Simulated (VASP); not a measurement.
Set up this calculation in VASP 6.6.1, as the native input.

```yaml
Task: single point
Functional: PBE
Dispersion: D3(BJ)
Potentials_or_basis: VASP PAW PBE potentials, release 64 (Sn_d, O)
Cutoff: 520 eV
k_mesh: 7 × 7 × 1
Occupations: gaussian, width 0.05 eV
Spin: no spin polarisation
Dipole_correction: yes
Further_INCAR_settings: ALGO = Normal; EDIFF = 1e-07; NBANDS = 50
```

The structure of SnO lies in POSCAR:

```
SnO
1.0
    3.8201528477      0.0002954339      0.0000000000
   -0.0003145169      3.8201528461      0.0000000000
    0.0000000000      0.0000000000     22.2260749922
Sn O
4 4
Direct
    0.9999452930      0.9999452930      0.2024648977
    0.4999452930      0.4999452930      0.3087831522
    0.8749452930      0.8749452930      0.4887519501
    0.3749452930      0.3749452930      0.5950702046
    0.9999461076      0.4999461076      0.2556240249
    0.4999461076      0.9999461076      0.2556240249
    0.8749461076      0.3749461076      0.5419110773
    0.3749461076      0.8749461076      0.5419110773
```

This cell differs from its parent crystal: layers slid over each other.

The input as run:

INCAR

```
SYSTEM = SnO
ALGO = Normal ; DIPOL = 0.5 0.5 0.399
EDIFF = 1E-7 ; ENCUT = 520
GGA = PE ; IDIPOL = 3
ISIF = 2 ; ISMEAR = 0
IVDW = 12 ; LASPH = .True.
LCHARG = .True. ; LDIPOL = .True.
LELF = .True. ; LREAL = .False.
LVACPOTAV = .True. ; LVHAR = .True.
LWAVE = .False. ; NBANDS = 50
NELM = 100 ; PREC = Accurate
SIGMA = 0.05
```

KPOINTS

```
k-points
0
Gamma
  7 7 1
  0 0 0
```

Potentials or basis: VASP PAW PBE potentials, release 64 (Sn_d, O).

The run is started by

```bash
$ cat potpaw_PBE.64/Sn_d/POTCAR potpaw_PBE.64/O/POTCAR > POTCAR
$ mpirun -np 1 vasp_std > vasp.out
```

Results of the run:

| Property | Result |
| --- | --- |
| Largest force | 0.176 eV/Å |
| Band gap on the k mesh | 2.53 eV (least direct gap 2.54 eV) |
| Dispersion energy per atom | -0.157 eV |

Caveat: the cell differs from its parent crystal (layers slid over each other); spin-orbit coupling is left out, which moves the levels of the heavy elements.

Wall time 14 min on 1 thread of Intel Xeon 8259CL (shared host), peak memory 0.45 GiB.
